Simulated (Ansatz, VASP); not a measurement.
# As: VASP beside Ansatz

```
CELL_PARAMETERS angstrom
1.88080 1.08588 3.51406
-1.88080 1.08588 3.51406
0.00000 -2.17176 3.51406
ATOMIC_POSITIONS crystal
As 0.77400 0.77400 0.77400
As 0.22600 0.22600 0.22600
```

Alike in both runs: task relaxation of cell and atoms; functional revPBE; k mesh 10 × 10 × 10; occupations fermi-dirac, width 0.1 eV; no spin polarisation.

```csv
,VASP,Ansatz
version,VASP 6.6.1,Ansatz 0.2.0
potentials or method,"VASP PAW PBE potentials, release 64 (As), cutoff 600 eV","plane waves (420 eV) with PAW, scalar-relativistic"
valence electrons in the cell,10,30
```

```csv
,VASP,Ansatz,Ansatz less VASP
relaxed volume (Å³/atom),36.81,40.41,+3.598
relaxed cell length with the largest relative difference (Å),6.750,7.368,+0.6180
```

VASP's potentials were made for PBE, not for revPBE. One of these differences is far larger than is usual between the two programs; its cause wasn't traced. VASP's potentials hold 10 valence electrons a cell and Ansatz's 30, so a difference there can come from the potentials and not from the codes.

Noted on VASP's run: the volume moved by over 15 % at a fixed basis, so the end points are rough.
